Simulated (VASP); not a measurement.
Wanted: the native input for a VASP 6.6.1 run.

```yaml
Task: single point
Functional: PBEsol
Potentials_or_basis: VASP PAW PBE potentials, release 64 (Sn_d, O)
Cutoff: 520 eV
k_mesh: 10 × 10 × 10
Occupations: fermi-dirac, width 0.05 eV
Spin: no spin polarisation
Dipole_correction: no
Further_INCAR_settings: ALGO = Normal; EDIFF = 1e-06; NBANDS = 20
```

The structure of SnO2 lies in POSCAR:

```
SnO2
1.0
    1.6383730560      0.9459151249      4.8637655204
   -1.6383730560      0.9459151249      4.8637655204
    0.0000000000     -1.8918302499      4.8637655204
Sn O
1 2
Direct
    0.5000000000      0.5000000000      0.5000000000
    0.7628300000      0.7628300000      0.7628300000
    0.2371700000      0.2371700000      0.2371700000
```

One way to write it, as run:

INCAR

```
PREC = Accurate
ENCUT = 520
EDIFF = 1E-6
ISMEAR = -1
SIGMA = 0.05
LREAL = False
LASPH = True
NELM = 60
ALGO = Normal
ISIF = 2
LWAVE = False
LCHARG = True
GGA = PS
LELF = True
LVHAR = True
NBANDS = 20
```

KPOINTS

```
Automatic mesh
0
Gamma
  10 10 10
```

Potentials or basis: VASP PAW PBE potentials, release 64 (Sn_d, O).

Launch:

```sh
$ cat potpaw_PBE.64/Sn_d/POTCAR potpaw_PBE.64/O/POTCAR > POTCAR
$ mpirun -np 1 vasp_std > vasp.out
```

It gave:

| Property | Result |
| --- | --- |
| Pressure | -9.4 GPa |
| Largest force | 0.718 eV/Å |
| Band gap on the k mesh | 1.62 eV, indirect (least direct gap 1.71 eV) |

Caveat: the PAW data sets were made with another functional, which shifts forces and pressure a little; spin-orbit coupling is left out, which moves the levels of the heavy elements.

It took 2.1 min on 1 thread of Intel(R) Xeon(R) 6975P-C (Granite Rapids) (shared host), peak memory 0.29 GiB.
